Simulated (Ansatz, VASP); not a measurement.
# Cu in VASP and in Ansatz

File INCAR:

```
SYSTEM = Cu
PREC     = Accurate       ! precision mode
ENCUT    = 520            ! plane-wave cutoff, eV
EDIFF    = 1E-7           ! SCF threshold, eV
ISMEAR   = -1             ! smearing method
SIGMA    = 0.08           ! smearing width, eV
LREAL    = .False.        ! projectors in reciprocal space
LASPH    = .True.         ! aspherical terms in the spheres
NELM     = 100            ! most SCF steps
ALGO     = Normal         ! electronic algorithm
ISIF     = 2              ! what is computed and relaxed
LWAVE    = .False.        ! write WAVECAR
LCHARG   = .True.         ! write CHGCAR
LELF     = .True.         ! ELF
LVHAR    = .True.       
NBANDS   = 12             ! bands
```

The input KPOINTS:

```
regular mesh
0
Gamma
  19 19 19
  0 0 0
```

Contents of POSCAR:

```
Cu
1.0
   -1.2111189581      1.2111189581      1.2111189581
    1.2111189581     -1.2111189581      1.2111189581
    1.2111189581      1.2111189581     -1.2111189581
Cu
1
Direct
    0.0000000000      0.0000000000      0.0000000000
```

Input for Ansatz:

```yaml
crystal:
  lattice:
    - [-1.2111189581, 1.2111189581, 1.2111189581]
    - [1.2111189581, -1.2111189581, 1.2111189581]
    - [1.2111189581, 1.2111189581, -1.2111189581]
  atoms:
    - { symbol: Cu, position: [0.0, 0.0, 0.0] }
kpoints:
  mp_grid: { grid: [19, 19, 19] }
scf:
  occupations: { method: fermi_dirac, width: 0.08 }
hamiltonian:
  xc: lda
  pseudopotentials: { kind: paw }
output:
  forces: true
  stress: true
  eigenvalues: true
  populations: true
  write_density: true
  write_potential: true
  elf: true
  volumetric_format: npy
```

Change from the starting cell: volume scaled by 0.65, PAW files.

Alike in both runs: task single point; functional LDA; k mesh 19 × 19 × 19; occupations fermi-dirac, width 0.08 eV; no spin polarisation.

|  | VASP | Ansatz |
| --- | --- | --- |
| version | VASP 6.6.1 | Ansatz 0.2.0 |
| potentials or method | VASP PAW LDA potentials, release 64 (Cu) | PAW with Ansatz's default frozen-core files, scalar-relativistic |
| plane-wave cutoff (eV) | 520 | 420 |
| valence electrons in the cell | 11 | 19 |

```tsv
	VASP	Ansatz	Ansatz less VASP
pressure (GPa)	234.3	231.4	-2.90
```

LDA's correlation is that of Perdew and Zunger in VASP and of Perdew and Wang (1992) in Ansatz. Both programs put the cell under a high pressure, so it lies far from rest at this level. VASP's potentials hold 11 valence electrons a cell and Ansatz's 19, so a difference there can come from the potentials and not from the codes.

Noted on VASP's run: the cell as given lies far from equilibrium.
